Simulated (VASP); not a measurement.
A run of VASP 6.6.1 is set up as follows.

POSCAR

```
Y
1.0
    3.3100000000      0.0000000000      0.0000000000
    0.0000000000      3.3100000000      0.0000000000
    0.0000000000      0.0000000000      3.3100000000
Y
1
Direct
    0.0000000000      0.0000000000      0.0000000000
```

Contents of INCAR.step1:

```
  PREC = Accurate
  ENCUT = 600
  ISMEAR = -1
  SIGMA = 0.1
  LREAL = F
  LASPH = T
  NELM = 60
  GGA = PE
  ALGO = Normal
  EDIFF = 1E-4
  LWAVE = T
  LCHARG = F
```

INCAR.step2

```
  PREC = Accurate
  ENCUT = 600
  EDIFF = 1E-6
  ISMEAR = -1
  SIGMA = 0.1
  LREAL = F
  LASPH = T
  NELM = 60
  ALGO = Normal
  ISIF = 3
  LWAVE = F
  LCHARG = F
  METAGGA = R2SCAN
  LMIXTAU = T
  IBRION = 2
  NSW = 80
  EDIFFG = -0.01
  PSTRESS = 200.0
  ISTART = 1
```

Contents of KPOINTS:

```
Automatic mesh
0
Gamma
  12 12 12
```

Potentials or basis: VASP PAW PBE potentials, release 64 (Y_sv).

The run is started by

```sh
$ cat potpaw_PBE.64/Y_sv/POTCAR > POTCAR
$ cp INCAR.step1 INCAR
$ mpirun -np 1 vasp_std > vasp.out
$ cp INCAR.step2 INCAR
$ mpirun -np 1 vasp_std > vasp.out
```

(1) Predict the relaxed cell.

(2) Predict the space group after relaxing (to 0.05 Å).

(3) What does it give for the relaxed volume?

Results:

(1) a = 2.857 Å, b = 2.857 Å, c = 2.857 Å, α = 90.00°, β = 90.00°, γ = 90.00°.

(2) Pm-3m (No. 221).

(3) 23.31 Å³/atom.

Caveat: the cell is relaxed towards a set pressure, so the enthalpy falls and the energy may rise; the volume moved by over 15 % at a fixed basis, so the end points are rough; the PAW data sets were made with another functional, which shifts forces and pressure a little.
